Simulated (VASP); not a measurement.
# W3Cl (P6_3/mmc) in VASP: a series of runs, part 2 of 2

VASP 6.6.1. Earlier steps stand in the parts before.

## (3) Relaxation of cell and atoms, PBE

This run uses another cell than the first one, of 17.12 Å³/atom.

INCAR reads:

```
SYSTEM = W3Cl
ALGO = Normal
EDIFF = 1E-6
EDIFFG = -0.08
ENCUT = 600
GGA = PE
IBRION = 2
ISIF = 3
ISMEAR = 0
LASPH = .True.
LCHARG = .False.
LREAL = .False.
LWAVE = .False.
NELM = 80
NSW = 36
PREC = Accurate
SIGMA = 0.2
```

KPOINTS reads:

```
k-points
0
Gamma
  6 6 1
  0 0 0
```

POSCAR reads:

```
W3Cl
1.0
    3.2033682700      0.0000000000      0.0000000000
   -1.6016841400      2.7741983000      0.0000000000
    0.0000000000      0.0000000000     15.4131266500
W Cl
6 2
Direct
    0.3333333300      0.6666666700      0.0888872600
    0.6666666700      0.3333333300      0.5888872600
    0.3333333300      0.6666666700      0.4111127400
    0.6666666700      0.3333333300      0.9111127400
    0.3333333300      0.6666666700      0.7500000000
    0.6666666700      0.3333333300      0.2500000000
    0.0000000000      0.0000000000      0.0000000000
    0.0000000000      0.0000000000      0.5000000000
```

Potentials or basis: VASP PAW PBE potentials, release 64 (W_sv, Cl).

The run is started by

```sh
> cat potpaw_PBE.64/W_sv/POTCAR potpaw_PBE.64/Cl/POTCAR > POTCAR
> mpirun -np 1 vasp_std > vasp.out
```

OUTCAR:

```text
SYSTEM = W3Cl
   EDIFF = 1E-6
   EDIFFG = -0.08
   ENCUT = 600
   GGA = PE
   IBRION = 2
   ISIF = 3
   ISMEAR = 0
   LASPH = .True.
   LREAL = .False.
   NELM = 80
   NSW = 36
   PREC = Accurate

 ion  position               nearest neighbor table
   1  0.333  0.667  0.089-   7 2.30   7 2.30   7 2.30   6 3.10   6 3.10   6 3.10   4 3.31   4 3.31
                             4 3.31
   2  0.667  0.333  0.589-   8 2.30   8 2.30   8 2.30   5 3.10   5 3.10   5 3.10   3 3.31   3 3.31
                             3 3.31
   3  0.333  0.667  0.411-   8 2.30   8 2.30   8 2.30   6 3.10   6 3.10   6 3.10   2 3.31   2 3.31
                             2 3.31
   4  0.667  0.333  0.911-   7 2.30   7 2.30   7 2.30   5 3.10   5 3.10   5 3.10   1 3.31   1 3.31
                             1 3.31
   5  0.333  0.667  0.750-   2 3.10   4 3.10   2 3.10   4 3.10   2 3.10   4 3.10
   6  0.667  0.333  0.250-   1 3.10   3 3.10   1 3.10   3 3.10   1 3.10   3 3.10
   7  0.000  0.000  0.000-   1 2.30   4 2.30   4 2.30   1 2.30   4 2.30   1 2.30
   8  0.000  0.000  0.500-   2 2.30   3 2.30   2 2.30   3 2.30   2 2.30   3 2.30

  LATTYP: Found a hexagonal cell.
 ALAT       =     3.2033682700
 C/A-ratio  =     4.8115375289

  Lattice vectors:

 A1 = (   3.2033682700,   0.0000000000,   0.0000000000)
 A2 = (  -1.6016841400,   2.7741983000,   0.0000000000)
 A3 = (   0.0000000000,   0.0000000000,  15.4131266500)

Analysis of symmetry for initial positions (statically):
=====================================================================
 Subroutine PRICEL returns:
 Original cell was already a primitive cell.

 Routine SETGRP: Setting up the symmetry group for a
 hexagonal supercell.

 Subroutine GETGRP returns: Found 24 space group operations
 (whereof 12 operations were pure point group operations)
 out of a pool of 24 trial point group operations.

The static configuration has the point symmetry D_3d.
 The point group associated with its full space group is D_6h.

Analysis of symmetry for dynamics (positions and initial velocities):
=====================================================================
 Subroutine PRICEL returns:
 Original cell was already a primitive cell.

 Routine SETGRP: Setting up the symmetry group for a
 hexagonal supercell.

 Subroutine GETGRP returns: Found 24 space group operations
 (whereof 12 operations were pure point group operations)
 out of a pool of 24 trial point group operations.

The dynamic configuration has the point symmetry D_3d.
 The point group associated with its full space group is D_6h.

 Subroutine INISYM returns: Found 24 space group operations
 (whereof 12 operations are pure point group operations),
 and found     1 'primitive' translations

----------------------------------------------------------------------------------------

                                     Primitive cell

  volume of cell :     136.9730

  direct lattice vectors                    reciprocal lattice vectors
     3.203368270  0.000000000  0.000000000     0.312171413  0.180232250  0.000000000
    -1.601684140  2.774198300  0.000000000     0.000000000  0.360464499  0.000000000
     0.000000000  0.000000000 15.413126650     0.000000000  0.000000000  0.064879763

  length of vectors
     3.203368270  3.203368273 15.413126650     0.360464499  0.360464499  0.064879763

  position of ions in fractional coordinates (direct lattice)
     0.333333330  0.666666670  0.088887260
     0.666666670  0.333333330  0.588887260
     0.333333330  0.666666670  0.411112740
     0.666666670  0.333333330  0.911112740
     0.333333330  0.666666670  0.750000000
     0.666666670  0.333333330  0.250000000
     0.000000000  0.000000000  0.000000000
     0.000000000  0.000000000  0.500000000

  ion indices of the primitive-cell ions
   primitive index   ion index
[... 58 lines left out ...]
   LSORBIT =      F    spin-orbit coupling
   LASPH  =      T    aspherical Exc in radial PAW
   ENCUT  =  600.0 eV  44.10 Ry    6.64 a.u.   6.40  6.40 30.78*2*pi/ulx,y,z
   NELM   =     80;   NELMIN=  2; NELMDL= -5     # of ELM steps
   EDIFF  = 0.1E-05   stopping-criterion for ELM
   LREAL  =      F    real-space projection
   EDIFFG = -.8E-01   stopping-criterion for IOM
   NSW    =     36    number of steps for IOM
   IBRION =      2    ionic relax: 0-MD 1-quasi-New 2-CG
   NFREE  =      1    steps in history (QN), initial steepest desc. (CG)
   ISIF   =      3    stress and relaxation
   ISYM   =      2    0-nonsym 1-usesym 2-fastsym
   POTIM  = 0.5000    time-step for ionic-motion
   TEBEG  =    0.0;   TEEND  =   0.0 temperature during run
   PSTRESS=    0.0 pullay stress
   NELECT =      98.0000    total number of electrons
   NUPDOWN=      -1.0000    fix difference up-down
   EMIN   =  10.00;   EMAX   =-10.00  energy-range for DOS
   EFERMI =   0.00;   METHOD = LEGACY
   ISMEAR =     0;   SIGMA  =   0.20  broadening in eV -4-tet -1-fermi 0-gaus
   EFERMI_NEDOS =   21; number of points for ismear=-14 and -15
   IALGO  =     38    algorithm
   IMIX   =      4    mixing-type and parameters
     AMIX     =   0.40;   BMIX     =  1.00
     AMIX_MAG =   1.60;   BMIX_MAG =  1.00
  volume/ion in A,a.u.               =      17.12       115.54
  Fermi-wavevector in a.u.,A,eV,Ry     =   1.464216  2.766967 29.169918  2.143929
  Thomas-Fermi vector in A             =   2.580218
   LORBIT       =      0    0 simple, 1 ext, 2 COOP (PROOUT), +10 PAW based schemes
   GGA     = PE    functional components
   LHFCALC =     F    Hartree Fock is set to
   AEXX    =    0.0000 exact exchange contribution
   IVDW    =     0    specifies the selected vdW correction
   LEPSILON=     F    determine dielectric tensor
   LRPA    =     F    only Hartree local field effects (RPA)
 conjugate gradient relaxation of ions
 non-spin polarized calculation
 Gauss-broadening in eV      SIGMA  =   0.20
  energy-cutoff  :      600.00
  volume of cell :      136.97
 maximum number of plane-waves:      4615
 NGX is ok and might be reduce to    28
   NGX = 13   NGY = 13   NGZ = 61

--------------------------------------- Ionic step        1  -------------------------------------------

 number of electron      98.0000001 magnetization

 Free energy of the ion-electron system (eV)
  ---------------------------------------------------
  ext. energy  EPLUGINS =         0.00000000
  ---------------------------------------------------
  free energy    TOTEN  =       -66.66322125 eV

  energy without entropy =      -66.38694986  energy(sigma->0) =      -66.52508555

------------------------ aborting loop because EDIFF is reached ----------------------------------------

  FORCE on cell =-STRESS in cart. coord.  units (eV):
  Direction    XX          YY          ZZ          XY          YZ          ZX
  --------------------------------------------------------------------------------------
  -------------------------------------------------------------------------------------
  Total       -5.4350617     -5.4350617     -6.8696811      0.0000000      0.0000000      0.0000000
  in kB      -63.5740599    -63.5740599    -80.3548399      0.0000001      0.0000000      0.0000000
  external PRESSURE =     -69.1676532 kB  Pullay stress =       0.0000000 kB
[... 107 lines left out ...]
  FREE ENERGIE OF THE ION-ELECTRON SYSTEM (eV)
  ---------------------------------------------------
  free  energy   TOTEN  =       -71.0980792436 eV

  energy  without entropy=      -70.9317099178  energy(sigma->0) =      -71.01489458

 E-fermi :   9.7888     XC(G=0): -12.7315

 val. band max:        9.7843671644   @ k =   0.3333   0.1667   0.0000
 cond. band min:       9.8700190006   @ k =   0.0000   0.0000   0.0000
 fundamental gap:      0.0856518362
 Fermi energy:         9.7888251440

 k-point     1 :       0.0000    0.0000    0.0000
  band No.  band energies     occupation
      1     -64.1457      2.00000
      2     -64.1457      2.00000
      3     -64.1351      2.00000
      4     -64.1351      2.00000
      5     -63.6673      2.00000
      6     -63.6673      2.00000
[... 416 lines left out ...]
     57      13.0565      0.00000
     58      13.0565      0.00000

[... ionic steps 4 to 23 ...]

--------------------------------------- Ionic step       24  -------------------------------------------

 number of electron      98.0000013 magnetization

------------------------ aborting loop because EDIFF is reached ----------------------------------------
[... 79 lines left out ...]
--------------------------------------- Ionic step       26  -------------------------------------------

 number of electron      98.0000021 magnetization

 Free energy of the ion-electron system (eV)
  ---------------------------------------------------
  ext. energy  EPLUGINS =         0.00000000
  ---------------------------------------------------
  free energy    TOTEN  =       -76.72839871 eV

  energy without entropy =      -76.61475035  energy(sigma->0) =      -76.67157453

 E-fermi :  10.3150     XC(G=0): -12.9465

 val. band max:       10.2640492615   @ k =   0.3333   0.1667   0.0000
 cond. band min:      10.3600625595   @ k =   0.1667   0.1667   0.0000
 fundamental gap:      0.0960132979
 Fermi energy:        10.3150201236

 k-point     1 :       0.0000    0.0000    0.0000
  band No.  band energies     occupation
      1     -63.7851      2.00000
      2     -63.7851      2.00000
      3     -63.7824      2.00000
      4     -63.7824      2.00000
      5     -63.4719      2.00000
      6     -63.4719      2.00000
[... 451 lines left out ...]
  FREE ENERGIE OF THE ION-ELECTRON SYSTEM (eV)
  ---------------------------------------------------
  free  energy   TOTEN  =       -76.7283987129 eV

  energy  without entropy=      -76.6147503509  energy(sigma->0) =      -76.67157453

 reached required accuracy - stopping structural energy minimisation
```

Run time: 49 min. Hardware: 1 thread of Intel Xeon 8259CL, shared host; peak memory 0.35 GiB.

Results:

```yaml
Free_energy: -76.7284 eV
Relaxed_volume: 16.08 Å³/atom
Relaxed_cell: a = 2.851 Å, b = 2.851 Å, c = 18.279 Å, α = 90.00°, β = 90.00°, γ = 120.00°
Space_group_after_relaxing_to_0.1_Å: P6_3/mmc (No. 194)
Energy_gained_by_relaxing: 1258.1 meV/atom
Ionic_steps: 26
Pressure_after_relaxing: -0.4 GPa
Largest_force_after_relaxing: 0.005 eV/Å
Band_gap_on_the_k_mesh: zero (bands 49 and 50 overlap by 1.14 eV)
```

Forces in eV/Å, atoms in the order of the input:
```
W    0.000  0.000 -0.005
W    0.000  0.000 -0.005
W    0.000  0.000  0.005
W    0.000  0.000  0.005
W    0.000  0.000  0.000
W    0.000  0.000  0.000
Cl   0.000  0.000  0.000
Cl   0.000  0.000  0.000
```

The path:
```csv
step,energy change (eV),largest force (eV/Å),pressure (GPa),volume (Å³)
1,0.0000,4.4689,-6.92,136.97
2,-3.8642,4.0766,10.88,122.83
3,-4.4349,2.6349,28.22,116.31
4,-5.6510,1.8854,27.18,117.41
5,-6.9349,2.4287,34.48,120.64
6,-8.5718,1.4650,10.33,131.85
7,-8.8221,0.9931,0.83,138.06
8,-8.8286,0.9019,-0.84,139.31
9,-8.9133,0.8896,-0.85,138.64
10,-9.1534,0.8603,-0.55,136.58
11,-9.5433,0.5843,1.27,132.34
12,-9.7444,1.1056,12.61,123.37
13,-9.6624,1.2068,6.77,126.85
14,-9.7639,1.2843,10.41,124.49
15,-9.7636,1.1990,11.44,123.93
16,-9.8394,0.9158,10.16,124.40
17,-9.8825,0.4761,8.34,125.12
18,-9.9510,0.4278,6.02,126.15
19,-10.0436,0.2778,-0.34,129.28
20,-10.0441,0.2666,-0.78,129.52
21,-10.0476,0.2591,-0.64,129.39
22,-10.0554,0.2346,-0.22,129.00
23,-10.0590,0.1794,0.66,128.21
24,-10.0597,0.1965,0.37,128.45
25,-10.0628,0.1291,0.12,128.52
26,-10.0652,0.0045,-0.38,128.66
```

Final structure:
```yaml
crystal:
  lattice:
    - [2.85084, 0.00000, 0.00000]
    - [-1.42542, 2.46890, 0.00000]
    - [0.00000, 0.00000, 18.27916]
  atoms:
    - { symbol: W, position: [0.33333, 0.66667, 0.11913] }
    - { symbol: W, position: [0.66667, 0.33333, 0.61913] }
    - { symbol: W, position: [0.33333, 0.66667, 0.38087] }
    - { symbol: W, position: [0.66667, 0.33333, 0.88087] }
    - { symbol: W, position: [0.33333, 0.66667, 0.75000] }
    - { symbol: W, position: [0.66667, 0.33333, 0.25000] }
    - { symbol: Cl, position: [0.00000, 0.00000, 0.00000] }
    - { symbol: Cl, position: [0.00000, 0.00000, 0.50000] }
```

Levels at points of the mesh, in eV from the Fermi level:
| k point | band 46 | band 47 | band 48 | band 49 | band 50 | band 51 | band 52 | band 53 |
| --- | --- | --- | --- | --- | --- | --- | --- | --- |
| (0.00, 0.00, 0.00) | -0.63 | -0.54 | -0.54 | -0.22 | -0.22 | -0.20 | -0.20 | 0.15 |
| (0.50, 0.00, 0.00) | -0.26 | -0.12 | 0.16 | 0.33 | 0.80 | 0.98 | 1.92 | 2.89 |

Caveat: the k points lie up to 0.42 Å⁻¹ apart in the final cell, too coarse for converged energies and pressures of a metal; a cell axis changed by over 15 % at a fixed basis, so the end point is rough; spin-orbit coupling is left out, which moves the levels of the heavy elements.

## (4) Single point, PBE

INCAR reads:

```
SYSTEM = W3Cl
  PREC = Accurate
  ENCUT = 520
  EDIFF = 1E-7
  ISMEAR = 0
  SIGMA = 0.1
  LREAL = .False.
  LASPH = .True.
  NELM = 60
  ALGO = Normal
  ISIF = 2
  LWAVE = .False.
  LCHARG = .False.
  GGA = PE
  NBANDS = 59
```

KPOINTS reads:

```
regular mesh
0
Gamma
  12 12 2
  0 0 0
```

POSCAR reads:

```
W3Cl
1.0
    2.8520473450      0.0000000000      0.0000000000
   -1.4260236725      2.4699454536      0.0000000000
    0.0000000000      0.0000000000     18.1534912886
W Cl
6 2
Direct
    0.3333333333      0.6666666667      0.1193154130
    0.6666666667      0.3333333333      0.6193154130
    0.3333333333      0.6666666667      0.3806845870
    0.6666666667      0.3333333333      0.8806845870
    0.3333333333      0.6666666667      0.7500000000
    0.6666666667      0.3333333333      0.2500000000
    0.0000000000      0.0000000000      0.0000000000
    0.0000000000      0.0000000000      0.5000000000
```

The run is started by

```sh
> cat potpaw_PBE.64/W_sv/POTCAR potpaw_PBE.64/Cl/POTCAR > POTCAR
> mpirun -np 1 vasp_std > vasp.out
```

Wall time 11 min (1 thread of Intel Xeon 8259CL, shared host); peak memory 0.38 GiB.

It converged, with:

```
Free energy            : -76.6893 eV
Pressure               : 0.4 GPa
Largest force          : 0.021 eV/Å
Band gap on the k mesh : zero (bands 49 and 50 overlap by 1.70 eV)
```

Forces in eV/Å, atoms in the order of the input:
```
W    0.000  0.000  0.021
W    0.000  0.000  0.021
W    0.000  0.000 -0.021
W    0.000  0.000 -0.021
W    0.000  0.000  0.000
W    0.000  0.000  0.000
Cl   0.000  0.000  0.000
Cl   0.000  0.000  0.000
```

Stress tensor (GPa, compression positive):
```
0.27 0.00 0.00
0.00 0.27 0.00
0.00 0.00 0.54
```

Levels at points of the mesh, in eV from the Fermi level:
```csv
k point,band 47,band 48,band 49,band 50,band 51,band 52
"(0.00, 0.00, 0.00)",-0.52,-0.52,-0.20,-0.20,-0.20,-0.20
"(0.50, 0.00, 0.00)",-0.06,0.16,0.35,0.82,0.98,1.95
"(0.00, 0.00, 0.50)",-0.44,-0.44,-0.44,-0.44,0.06,0.06
"(0.50, 0.00, 0.50)",-0.11,-0.11,0.86,0.86,1.46,1.46
```

Caveat: spin-orbit coupling is left out, which moves the levels of the heavy elements.

## (5) The runs side by side

```tsv
task	cell	k mesh	cutoff (eV)	smearing	gap on the mesh (eV)	pressure (GPa)	largest force (eV/Å)
single point	a = 2.848, b = 2.848, c = 18.217 Å, angles 90.0, 90.0, 120.0°, 8 atoms, atomic positions A	6 × 6 × 1	520	gaussian 0.2 eV	none	0.6	0.02
relaxation of cell and atoms	relaxed from a = 3.203, b = 3.203, c = 15.413 Å, angles 90.0, 90.0, 120.0°, 8 atoms, atomic positions B	6 × 6 × 1	600	gaussian 0.2 eV	none	-0.4	-
single point	a = 2.852, b = 2.852, c = 18.153 Å, angles 90.0, 90.0, 120.0°, 8 atoms, atomic positions A	12 × 12 × 2	520	gaussian 0.1 eV	none	0.4	0.02
```

Alike in all rows: level PBE; potentials or basis VASP PAW PBE potentials, release 64 (W_sv, Cl); no spin polarisation.

Caveats: some runs use coarse meshes; spin-orbit coupling is left out, which moves the levels of the heavy elements; a cell axis changed by over 15 % at a fixed basis, so the end point is rough (at least some runs).

Total energies depend on the potentials used, so only differences within one code and one set of settings carry meaning.
